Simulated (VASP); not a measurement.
Write the native input for VASP 6.6.1 that does the following.

| Property | Result |
| --- | --- |
| Task | single point |
| Functional | r2SCAN |
| Potentials or basis | VASP PAW PBE potentials, release 64 (Pb_d, S) |
| Cutoff | 520 eV |
| k mesh | 8 × 8 × 8 |
| Occupations | gaussian, width 0.05 eV |
| Spin | no spin polarisation |
| Dipole correction | no |
| Further INCAR settings | ALGO = Normal; EDIFF = 1e-06; NBANDS = 17 |

PbS:

```
Pb S
1.0
     0.00000    3.02059    3.02059
     2.96500    0.05559    2.96500
     2.96500    2.96500    0.05559
Pb S
1 1
Direct
  0.00000 0.00000 0.00000
  0.50000 0.50000 0.50000
```

This cell differs from its parent crystal: strain +0.0375 x Voigt [0, 0, 0, 1, 0, 0].

One way to write it, as run:

POSCAR

```
PbS
1.0
    0.0000000000      3.0205937500      3.0205937500
    2.9650000000      0.0555937500      2.9650000000
    2.9650000000      2.9650000000      0.0555937500
Pb S
1 1
Direct
    0.0000000000      0.0000000000      0.0000000000
    0.5000000000      0.5000000000      0.5000000000
```

INCAR.step1

```
SYSTEM = PbS
  PREC = Accurate
  ENCUT = 520
  ISMEAR = 0
  SIGMA = 0.05
  LREAL = .FALSE.
  LASPH = .TRUE.
  NELM = 100
  NBANDS = 17
  GGA = PE
  ALGO = Normal
  EDIFF = 1E-4
  LWAVE = .TRUE.
  LCHARG = .FALSE.
```

INCAR.step2

```
SYSTEM = PbS
  PREC = Accurate
  ENCUT = 520
  EDIFF = 1E-6
  ISMEAR = 0
  SIGMA = 0.05
  LREAL = .FALSE.
  LASPH = .TRUE.
  NELM = 100
  ALGO = Normal
  ISIF = 2
  LWAVE = .FALSE.
  LCHARG = .FALSE.
  METAGGA = R2SCAN
  LMIXTAU = .TRUE.
  NBANDS = 17
  ISTART = 1
```

KPOINTS

```
Automatic mesh
0
G
  8 8 8
  0 0 0
```

Potentials or basis: VASP PAW PBE potentials, release 64 (Pb_d, S).

Run with:

```sh
$ cat potpaw_PBE.64/Pb_d/POTCAR potpaw_PBE.64/S/POTCAR > POTCAR
$ cp INCAR.step1 INCAR
$ mpirun -np 1 vasp_std > vasp.out
$ cp INCAR.step2 INCAR
$ mpirun -np 1 vasp_std > vasp.out
```

Results of the run:

| Item | Value |
| --- | --- |
| Pressure | 1.3 GPa |
| Band gap on the k mesh | 0.42 eV (least direct gap 0.58 eV) |

Caveat: the cell differs from its parent crystal (strain +0.0375 x Voigt [0, 0, 0, 1, 0, 0]); the PAW data sets were made with another functional, which shifts forces and pressure a little; spin-orbit coupling is left out, which moves the levels of the heavy elements.

Wall time 4.3 min on 1 thread of AMD EPYC 7R13 Processor (Zen 3), with other jobs on the host, peak memory 0.21 GiB.
